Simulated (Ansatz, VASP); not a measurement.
# Ti4C in VASP and in Ansatz

The input INCAR:

```
PREC = Accurate ; ENCUT = 520
EDIFF = 1E-6 ; ISMEAR = 0
SIGMA = 0.1 ; LREAL = False
LASPH = True ; NELM = 150
ALGO = Normal ; ISIF = 2
LWAVE = False ; LCHARG = False
ISPIN = 2 ; MAGMOM = 1 1 1 1 0
LORBIT = 11 ; LMAXMIX = 4
GGA = PE ; NBANDS = 38
```

File KPOINTS:

```
Automatic mesh
0
Gamma
  4 4 4
```

POSCAR

```
Ti4C
1.0
    4.3676019524      0.0000000000      0.0000000000
    0.0000000000      4.3676019524      0.0000000000
    0.0000000000      0.0000000000      4.3676019524
Ti C
4 1
Direct
    0.2568430006      0.2568430006      0.2568430006
    0.7431569994      0.7431569994      0.2568430006
    0.2568430006      0.7431569994      0.7431569994
    0.7431569994      0.2568430006      0.7431569994
    0.0000000000      0.0000000000      0.0000000000
```

Input for Ansatz:

```yaml
crystal:
  lattice:
    - [4.3676019524, 0.0, 0.0]
    - [0.0, 4.3676019524, 0.0]
    - [0.0, 0.0, 4.3676019524]
  atoms:
    - { symbol: Ti, position: [0.2568430006, 0.2568430006, 0.2568430006], spin: 1.0 }
    - { symbol: Ti, position: [0.7431569994, 0.7431569994, 0.2568430006], spin: 1.0 }
    - { symbol: Ti, position: [0.2568430006, 0.7431569994, 0.7431569994], spin: 1.0 }
    - { symbol: Ti, position: [0.7431569994, 0.2568430006, 0.7431569994], spin: 1.0 }
    - { symbol: C, position: [0.0, 0.0, 0.0] }
basis:
  ecutwfc: 420
kpoints:
  mp_grid: { grid: [4, 4, 4] }
hamiltonian:
  xc: pbe
scf:
  occupations: { method: gaussian, width: 0.1 }
  lower_state_search: "off"
output:
  forces: true
  stress: true
  eigenvalues: true
  populations: true
magnetization:
  spin_polarized: true
```

Change from the starting cell: species swapped into the SnI4 type (P-43m, No. 215).

Alike in both runs: task single point; functional PBE; k mesh 4 × 4 × 4; occupations gaussian, width 0.1 eV; collinear spin.

|  | VASP | Ansatz |
| --- | --- | --- |
| version | VASP 6.6.1 | Ansatz 0.2.0 |
| potentials or method | VASP PAW PBE potentials, release 64 (Ti_sv, C), cutoff 520 eV | scalar-relativistic, plane waves, PAW |
| valence electrons in the cell | 52 | 52 |

|  | VASP | Ansatz | Ansatz less VASP |
| --- | --- | --- | --- |
| gap on the k mesh at the Fermi level (eV) | none | none | - |
| pressure (GPa) | 0.0 | 0.1 | +0.03 |
| rms of the force components (eV/Å) | 0.041 | 0.024 | -0.0174 |
| net moment per atom (μB) | 0.00 | 0.00 | -0.001 |

Atom by atom the forces differ by 0.017 eV/Å (rms over components). A gap of «none» marks a metal or a gap that the smearing closes. With one functional, cell and mesh, what is left measures potentials, basis and numerics. Ansatz's warnings: seeded moment not kept.
